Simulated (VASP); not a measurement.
# Nd2Y2Cl (I4mm) in VASP: single point with PBE

Aim: the single point of Nd2Y2Cl with PBE.

Everything below comes from runs of VASP 6.6.1. Logs are shortened: lines on timing, memory, paths and dates and some standing lists are left out, and cuts for length are marked.

## (1) The cell of the first run

Symmetry: I4mm, No. 107, tetragonal system. The conventional cell has a = 4.799 Å, b = 4.799 Å, c = 13.411 Å, α = 90.00°, β = 90.00°, γ = 90.00°. Nd (site symmetry 2mm) has 2 Cl at 2.99 Å and 2 Y at 3.29 to 3.41 Å and 4 Nd at 3.39 Å within 3.9 Å. Y (site symmetry 2mm) has 2 Cl at 2.90 Å and 2 Nd at 3.29 to 3.41 Å and 4 Y at 3.39 Å within 3.8 Å. Within 3.8 Å of Cl (site symmetry 4mm) lie 4 Y at 2.90 Å and 4 Nd at 2.99 Å.

The cell was built from a structure type or drawn by symmetry, and may not be a known phase.

## (2) Single point, PBE

INCAR

```
  PREC = Accurate
  ENCUT = 500
  EDIFF = 1E-6
  ISMEAR = 0
  SIGMA = 0.2
  LREAL = False
  LASPH = True
  NELM = 200
  ALGO = Normal
  ISIF = 2
  LWAVE = False
  LCHARG = True
  GGA = PE
  LELF = True
  LVHAR = True
  NBANDS = 34
  GGA_COMPAT = False
  LMAXMIX = 6
```

KPOINTS

```
regular mesh
0
Gamma
  4 4 4
```

POSCAR

```
Nd2Y2Cl
1.0
   -2.3993532336      2.3993532336      6.7055235892
    2.3993532336     -2.3993532336      6.7055235892
    2.3993532336      2.3993532336     -6.7055235892
Nd Y Cl
2 2 1
Direct
    0.9206048800      0.4206048800      0.5000000000
    0.4206048800      0.9206048800      0.5000000000
    0.6751843012      0.1751843012      0.5000000000
    0.1751843012      0.6751843012      0.5000000000
    0.5531298275      0.5531298275      0.0000000000
```

Potentials or basis: VASP PAW PBE potentials, release 64 (Nd_3, Y_sv, Cl), 4f in core.

Run with:

```sh
> cat potpaw_PBE.64/Nd_3/POTCAR potpaw_PBE.64/Y_sv/POTCAR potpaw_PBE.64/Cl/POTCAR > POTCAR
> mpirun -np 1 vasp_std > vasp.out
```

OUTCAR:

```text
PREC = Accurate
   ENCUT = 500
   EDIFF = 1E-6
   ISMEAR = 0
   LREAL = False
   LASPH = True
   NELM = 200
   ISIF = 2
   GGA = PE

 ion  position               nearest neighbor table
   1  0.921  0.421  0.500-   5 2.99   5 2.99   3 3.29   2 3.39   2 3.39   2 3.39   2 3.39   4 3.41

   2  0.421  0.921  0.500-   5 2.99   5 2.99   4 3.29   1 3.39   1 3.39   1 3.39   1 3.39   3 3.41

   3  0.675  0.175  0.500-   5 2.90   5 2.90   1 3.29   4 3.39   4 3.39   4 3.39   4 3.39   2 3.41

   4  0.175  0.675  0.500-   5 2.90   5 2.90   2 3.29   3 3.39   3 3.39   3 3.39   3 3.39   1 3.41

   5  0.553  0.553  0.000-   4 2.90   3 2.90   3 2.90   4 2.90   1 2.99   2 2.99   2 2.99   1 2.99

  LATTYP: Found a body centered tetragonal cell.
 ALAT       =     4.7987064672
 C/A-ratio  =     2.7947213004

  Lattice vectors:

 A1 = (  -2.3993532336,   2.3993532336,   6.7055235892)
 A2 = (   2.3993532336,  -2.3993532336,   6.7055235892)
 A3 = (   2.3993532336,   2.3993532336,  -6.7055235892)

Analysis of symmetry for initial positions (statically):
=====================================================================
 Subroutine PRICEL returns:
 Original cell was already a primitive cell.

 Routine SETGRP: Setting up the symmetry group for a
 body centered tetragonal supercell.

 Subroutine GETGRP returns: Found  8 space group operations
 (whereof  8 operations were pure point group operations)
 out of a pool of 16 trial point group operations.

The static configuration has the point symmetry C_4v.

Analysis of symmetry for dynamics (positions and initial velocities):
=====================================================================
 Subroutine PRICEL returns:
 Original cell was already a primitive cell.

 Routine SETGRP: Setting up the symmetry group for a
 body centered tetragonal supercell.

 Subroutine GETGRP returns: Found  8 space group operations
 (whereof  8 operations were pure point group operations)
 out of a pool of 16 trial point group operations.

The dynamic configuration has the point symmetry C_4v.

 Subroutine INISYM returns: Found  8 space group operations
 (whereof  8 operations are pure point group operations),
 and found     1 'primitive' translations

----------------------------------------------------------------------------------------

                                     Primitive cell

  volume of cell :     154.4120

  direct lattice vectors                    reciprocal lattice vectors
    -2.399353234  2.399353234  6.705523589     0.000000000  0.208389491  0.074565393
     2.399353234 -2.399353234  6.705523589     0.208389491  0.000000000  0.074565393
     2.399353234  2.399353234 -6.705523589     0.208389491  0.208389491  0.000000000

  length of vectors
     7.515173883  7.515173883  7.515173883     0.221328213  0.221328213  0.294707245

  position of ions in fractional coordinates (direct lattice)
     0.920604880  0.420604880  0.500000000
     0.420604880  0.920604880  0.500000000
     0.675184301  0.175184301  0.500000000
     0.175184301  0.675184301  0.500000000
     0.553129828  0.553129828  0.000000000

  ion indices of the primitive-cell ions
   primitive index   ion index
                 1           1
                 2           2
                 3           3
                 4           4
                 5           5

----------------------------------------------------------------------------------------

 KPOINTS: regular mesh

Automatic generation of k-mesh.
 Grid dimensions read from file:
 generate k-points for:    4    4    4

 Generating k-lattice:

  Cartesian coordinates                     Fractional coordinates (reciprocal lattice)
     0.000000000  0.052097373  0.018641348     0.250000000  0.000000000  0.000000000
     0.052097373  0.000000000  0.018641348     0.000000000  0.250000000  0.000000000
     0.052097373  0.052097373  0.000000000     0.000000000  0.000000000  0.250000000

  Length of vectors
     0.055332053  0.055332053  0.073676811

  Shift w.r.t. Gamma in fractional coordinates (k-lattice)
     0.000000000  0.000000000  0.000000000

 Subroutine IBZKPT returns following result:
 ===========================================

 Found     13 irreducible k-points:

 Following reciprocal coordinates:
            Coordinates               Weight
  0.000000  0.000000  0.000000      1.000000
  0.250000  0.000000  0.000000      8.000000
  0.500000  0.000000  0.000000      4.000000
  0.250000  0.250000  0.000000      8.000000
  0.500000  0.250000  0.000000     16.000000
 -0.250000  0.250000  0.000000      4.000000
  0.500000  0.500000  0.000000      2.000000
  0.250000  0.250000  0.250000      2.000000
 -0.250000  0.250000  0.250000      4.000000
  0.500000  0.500000  0.250000      4.000000
 -0.250000  0.500000  0.250000      8.000000
 -0.250000 -0.250000  0.250000      2.000000
  0.500000  0.500000  0.500000      1.000000
   k-points           NKPTS =     13   k-points in BZ     NKDIM =     13   number of bands    NBANDS=     34
   number of dos      NEDOS =    301   number of ions     NIONS =      5
   total plane-waves  NPLWV = 175616
   dimension x,y,z NGX =    56 NGY =   56 NGZ =   56
   dimension x,y,z NGXF=   112 NGYF=  112 NGZF=  112
   ions per type =               2   2   1
   NGX,Y,Z   is equivalent  to a cutoff of  12.39, 12.39, 12.39 a.u.
   NGXF,Y,Z  is equivalent  to a cutoff of  24.78, 24.78, 24.78 a.u.
 SYSTEM =  unknown system
   PREC   = accura    normal or accurate (medium, high low for compatibility)
   ISTART =      0    job   : 0-new  1-cont  2-samecut
   ICHARG =      2    charge: 1-file 2-atom 10-const
   ISPIN  =      1    spin polarized calculation?
   LNONCOLLINEAR =      F non collinear calculations
   LSORBIT =      F    spin-orbit coupling
   LASPH  =      T    aspherical Exc in radial PAW
   ENCUT  =  500.0 eV  36.75 Ry    6.06 a.u.  13.70 13.70 13.70*2*pi/ulx,y,z
   NELM   =    200;   NELMIN=  2; NELMDL= -5     # of ELM steps
   EDIFF  = 0.1E-05   stopping-criterion for ELM
   LREAL  =      F    real-space projection
   EDIFFG = 0.1E-04   stopping-criterion for IOM
   NSW    =      0    number of steps for IOM
   IBRION =     -1    ionic relax: 0-MD 1-quasi-New 2-CG
   NFREE  =      0    steps in history (QN), initial steepest desc. (CG)
   ISIF   =      2    stress and relaxation
   ISYM   =      2    0-nonsym 1-usesym 2-fastsym
   POTIM  = 0.5000    time-step for ionic-motion
   TEBEG  =    0.0;   TEEND  =   0.0 temperature during run
   PSTRESS=    0.0 pullay stress
   NELECT =      51.0000    total number of electrons
   NUPDOWN=      -1.0000    fix difference up-down
   EMIN   =  10.00;   EMAX   =-10.00  energy-range for DOS
   EFERMI =   0.00;   METHOD = LEGACY
   ISMEAR =     0;   SIGMA  =   0.20  broadening in eV -4-tet -1-fermi 0-gaus
   EFERMI_NEDOS =   21; number of points for ismear=-14 and -15
   IALGO  =     38    algorithm
   IMIX   =      4    mixing-type and parameters
     AMIX     =   0.40;   BMIX     =  1.00
     AMIX_MAG =   1.60;   BMIX_MAG =  1.00
  volume/ion in A,a.u.               =      30.88       208.40
  Fermi-wavevector in a.u.,A,eV,Ry     =   1.131630  2.138471 17.423443  1.280587
  Thomas-Fermi vector in A             =   2.268330
   LORBIT       =      0    0 simple, 1 ext, 2 COOP (PROOUT), +10 PAW based schemes
   GGA     = PE    functional components
   LHFCALC =     F    Hartree Fock is set to
   AEXX    =    0.0000 exact exchange contribution
   IVDW    =     0    specifies the selected vdW correction
   LEPSILON=     F    determine dielectric tensor
   LRPA    =     F    only Hartree local field effects (RPA)
 non-spin polarized calculation
 Gauss-broadening in eV      SIGMA  =   0.20
  energy-cutoff  :      500.00
  volume of cell :      154.41
 maximum number of plane-waves:      3969
 NGX is ok and might be reduce to    56
   NGX = 27   NGY = 27   NGZ = 27

 number of electron      51.0000001 magnetization

 Free energy of the ion-electron system (eV)
  ---------------------------------------------------
  ext. energy  EPLUGINS =         0.00000000
  ---------------------------------------------------
  free energy    TOTEN  =       -23.99237647 eV

  energy without entropy =      -23.84297836  energy(sigma->0) =      -23.91767741

 E-fermi :   3.8596     XC(G=0):  -9.5407

 val. band max:        3.8295252868   @ k =   0.5000   0.5000   0.2500
 cond. band min:       3.9321464673   @ k =  -0.2500   0.5000   0.2500
 fundamental gap:      0.1026211805
 Fermi energy:         3.8595582692

 k-point     1 :       0.0000    0.0000    0.0000
  band No.  band energies     occupation
      1     -39.2179      2.00000
      2     -39.1328      2.00000
      3     -34.3369      2.00000
      4     -34.1335      2.00000
      5     -19.4282      2.00000
      6     -19.4282      2.00000
[... 26 lines left out ...]
     33       5.8515      0.00000
     34       6.1116      0.00000

 k-point     2 :       0.2500    0.0000    0.0000
  band No.  band energies     occupation
      1     -39.2053      2.00000
      2     -39.1452      2.00000
      3     -34.3070      2.00000
      4     -34.1632      2.00000
      5     -19.3967      2.00000
      6     -19.3712      2.00000
[... 26 lines left out ...]
     33       6.0057      0.00000
     34       6.7886      0.00000

 k-point     3 :       0.5000    0.0000    0.0000
  band No.  band energies     occupation
      1     -39.1752      2.00000
      2     -39.1750      2.00000
      3     -34.2354      2.00000
      4     -34.2347      2.00000
      5     -19.3405      2.00000
      6     -19.2753      2.00000
[... 26 lines left out ...]
     33       5.7685      0.00000
     34       5.9389      0.00000

 k-point     4 :       0.2500    0.2500    0.0000
  band No.  band energies     occupation
      1     -39.1963      2.00000
      2     -39.1538      2.00000
      3     -34.2856      2.00000
      4     -34.1836      2.00000
      5     -19.5068      2.00000
      6     -19.2785      2.00000
[... 26 lines left out ...]
     33       5.8950      0.00000
     34       6.5374      0.00000

 k-point     5 :       0.5000    0.2500    0.0000
  band No.  band energies     occupation
      1     -39.1749      2.00000
      2     -39.1748      2.00000
      3     -34.2344      2.00000
      4     -34.2339      2.00000
      5     -19.5357      2.00000
      6     -19.3274      2.00000
[... 26 lines left out ...]
     33       6.1571      0.00000
     34       6.2843      0.00000

 k-point     6 :      -0.2500    0.2500    0.0000
  band No.  band energies     occupation
      1     -39.1963      2.00000
      2     -39.1537      2.00000
      3     -34.2853      2.00000
      4     -34.1839      2.00000
      5     -19.5068      2.00000
      6     -19.2954      2.00000
[... 26 lines left out ...]
     33       5.8844      0.00000
     34       6.0067      0.00000

 k-point     7 :       0.5000    0.5000    0.0000
  band No.  band energies     occupation
      1     -39.1747      2.00000
      2     -39.1745      2.00000
      3     -34.2336      2.00000
      4     -34.2329      2.00000
      5     -19.6322      2.00000
      6     -19.4048      2.00000
[... 26 lines left out ...]
     33       6.2412      0.00000
     34       6.4852      0.00000

 k-point     8 :       0.2500    0.2500    0.2500
  band No.  band energies     occupation
      1     -39.1746      2.00000
      2     -39.1746      2.00000
      3     -34.2332      2.00000
      4     -34.2332      2.00000
      5     -19.6322      2.00000
      6     -19.4048      2.00000
[... 26 lines left out ...]
     33       6.2570      0.00000
     34       6.6396      0.00000

 k-point     9 :      -0.2500    0.2500    0.2500
  band No.  band energies     occupation
      1     -39.1752      2.00000
      2     -39.1750      2.00000
      3     -34.2355      2.00000
      4     -34.2346      2.00000
      5     -19.3409      2.00000
      6     -19.2753      2.00000
[... 26 lines left out ...]
     33       5.7282      0.00000
     34       5.8693      0.00000

 k-point    10 :       0.5000    0.5000    0.2500
  band No.  band energies     occupation
      1     -39.1962      2.00000
      2     -39.1539      2.00000
      3     -34.2860      2.00000
      4     -34.1833      2.00000
      5     -19.5069      2.00000
      6     -19.2618      2.00000
[... 26 lines left out ...]
     33       5.8792      0.00000
     34       6.1736      0.00000

 k-point    11 :      -0.2500    0.5000    0.2500
  band No.  band energies     occupation
      1     -39.2052      2.00000
      2     -39.1453      2.00000
      3     -34.3075      2.00000
      4     -34.1628      2.00000
      5     -19.3956      2.00000
      6     -19.3715      2.00000
[... 26 lines left out ...]
     33       6.3355      0.00000
     34       6.4414      0.00000

 k-point    12 :      -0.2500   -0.2500    0.2500
  band No.  band energies     occupation
      1     -39.2178      2.00000
      2     -39.1329      2.00000
      3     -34.3372      2.00000
      4     -34.1332      2.00000
      5     -19.4285      2.00000
      6     -19.4285      2.00000
[... 26 lines left out ...]
     33       5.9616      0.00000
     34       6.8648      0.00000

 k-point    13 :       0.5000    0.5000    0.5000
  band No.  band energies     occupation
      1     -39.2177      2.00000
      2     -39.1330      2.00000
      3     -34.3375      2.00000
      4     -34.1329      2.00000
      5     -19.4288      2.00000
      6     -19.4288      2.00000
[... 26 lines left out ...]
     33       6.3020      0.00000
     34       7.1384      0.00000

------------------------ aborting loop because EDIFF is reached ----------------------------------------

  FORCE on cell =-STRESS in cart. coord.  units (eV):
  Direction    XX          YY          ZZ          XY          YZ          ZX
  --------------------------------------------------------------------------------------
  -------------------------------------------------------------------------------------
  Total        0.0926733      0.0926733      0.7246627      0.0000000      0.0000000      0.0000000
  in kB        0.9615776      0.9615776      7.5190925      0.0000000      0.0000000      0.0000000
  external PRESSURE =       3.1474159 kB  Pullay stress =       0.0000000 kB

 VOLUME and BASIS-vectors are now :
 -----------------------------------------------------------------------------
  energy-cutoff  :      500.00
  volume of cell :      154.41
      direct lattice vectors                 reciprocal lattice vectors
    -2.399353234  2.399353234  6.705523589     0.000000000  0.208389491  0.074565393
     2.399353234 -2.399353234  6.705523589     0.208389491  0.000000000  0.074565393
     2.399353234  2.399353234 -6.705523589     0.208389491  0.208389491  0.000000000

 POSITION                                       TOTAL-FORCE (eV/Angst)
 -----------------------------------------------------------------------------------
      0.00000      2.39935      5.64075         0.000000      0.000000      0.005686
      2.39935      0.00000      5.64075         0.000000      0.000000      0.005686
      0.00000      2.39935      2.34940         0.000000      0.000000      0.002658
      2.39935      0.00000      2.34940        -0.000000     -0.000000      0.002658
      0.00000      0.00000      7.41805        -0.000000     -0.000000     -0.016687
 -----------------------------------------------------------------------------------
    total drift:                               -0.000000     -0.000000     -0.000562

  FREE ENERGIE OF THE ION-ELECTRON SYSTEM (eV)
  ---------------------------------------------------
  free  energy   TOTEN  =       -23.9923764687 eV

  energy  without entropy=      -23.8429783611  energy(sigma->0) =      -23.91767741
```

It took 91 s on 1 thread of Intel Xeon 6975P-C (Granite Rapids), shared host; peak memory 0.47 GiB.

What came out:

| Property | Result |
| --- | --- |
| Free energy | -23.9924 eV |
| Pressure | 0.3 GPa |
| Largest force | 0.017 eV/Å |
| Band gap on the k mesh | zero (an odd number of electrons rules out a gap without spin polarisation) |

Forces in eV/Å, atoms in the order of the input:
```
Nd   0.000  0.000  0.006
Nd   0.000  0.000  0.006
Y    0.000  0.000  0.003
Y    0.000  0.000  0.003
Cl   0.000  0.000 -0.017
```

Stress tensor (GPa, compression positive):
```
0.10 0.00 0.00
0.00 0.10 0.00
0.00 0.00 0.75
```

Levels at points of the mesh, in eV from the Fermi level:
```tsv
k point	band 24	band 25	band 26	band 27	band 28	band 29
(0.00, 0.00, 0.00)	-1.14	-0.56	-0.15	0.25	0.25	0.83
(0.50, 0.00, 0.00)	-0.33	0.22	0.53	0.69	0.85	0.86
(0.50, 0.50, 0.00)	-0.53	-0.47	-0.36	-0.15	0.11	1.32
(0.50, 0.50, 0.50)	-0.92	-0.47	-0.40	-0.06	0.23	0.23
```

Caveat: spin-orbit coupling is left out, which moves the levels of the heavy elements; the 4f electrons are frozen in the core, so they carry no moment and show no levels; an odd number of electrons without spin polarisation forces a metal; a magnetic or distorted state may lie lower; the run has no spin polarisation, though such a crystal can be magnetic.
